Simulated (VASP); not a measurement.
LiTi12 (a cell with a defect): single point with PBE

System: LiTi12 (a cell with a defect).

```
CELL_PARAMETERS angstrom
5.90000 0.00000 0.00000
-4.42500 7.66432 0.00000
0.00000 0.00000 4.68460
ATOMIC_POSITIONS crystal
Ti 0.00660 0.99969 0.02377
Ti 0.14207 0.18662 0.52969
Ti 0.95772 0.31204 0.93716
Ti 0.14985 0.57333 0.56295
Ti 0.99270 0.65747 0.06830
Ti 0.16027 0.88619 0.53592
Ti 0.50561 0.00237 0.96421
Ti 0.67039 0.23063 0.43205
Ti 0.51516 0.31372 0.93695
Ti 0.70499 0.57627 0.56374
Ti 0.52395 0.70425 0.97113
Ti 0.66054 0.88985 0.47706
Li 0.33517 0.44437 0.24371
```

```yaml
Program: VASP 6.6.1
Task: single point
Functional: PBE
Potentials_or_basis: VASP PAW PBE potentials, release 64 (Ti_sv, Li_sv)
Cutoff: 520 eV
k_mesh: 3 × 2 × 4
Occupations: fermi-dirac, width 0.05 eV
Spin: no spin polarisation
Dipole_correction: no
Further_INCAR_settings: ALGO = Normal; EDIFF = 1e-06; NBANDS = 86
```

| Property | Result |
| --- | --- |
| Largest force | 0.074 eV/Å |
| Band gap on the k mesh | zero (an odd number of electrons rules out a gap without spin polarisation) |

Forces in eV/Å, atoms in the order of the input:
```
Ti  -0.004  0.026 -0.009
Ti  -0.017 -0.014 -0.004
Ti  -0.012 -0.021 -0.019
Ti  -0.012  0.031 -0.023
Ti   0.042  0.033  0.025
Ti   0.012 -0.050  0.020
Ti  -0.012  0.030 -0.023
Ti  -0.018 -0.015 -0.023
Ti   0.046 -0.031 -0.014
Ti   0.047  0.020  0.054
Ti  -0.004  0.001  0.003
Ti  -0.024 -0.024  0.012
Li  -0.045  0.015  0.001
```

Levels at points of the mesh, in eV from the Fermi level:
| k point | band 70 | band 71 | band 72 | band 73 | band 74 | band 75 | band 76 | band 77 | band 78 | band 79 |
| --- | --- | --- | --- | --- | --- | --- | --- | --- | --- | --- |
| (0.00, 0.00, 0.00) | -0.55 | -0.29 | -0.15 | 0.17 | 0.29 | 0.31 | 0.32 | 0.61 | 0.72 | 0.74 |
| (0.00, 0.50, 0.00) | -0.40 | -0.31 | -0.09 | 0.11 | 0.15 | 0.24 | 0.33 | 0.52 | 0.71 | 0.72 |
| (0.00, 0.00, 0.50) | -0.31 | -0.27 | -0.25 | -0.12 | 0.00 | 0.05 | 0.34 | 0.47 | 0.54 | 0.63 |
| (0.00, 0.50, 0.50) | -0.27 | -0.26 | -0.21 | -0.13 | -0.02 | 0.11 | 0.45 | 0.49 | 0.55 | 0.68 |

Run time: 12 min on 1 thread of Intel Xeon 8259CL (shared host), peak memory 0.43 GiB.

Caveat: the k points lie up to 0.41 Å⁻¹ apart, too coarse for converged energies and pressures of a metal.
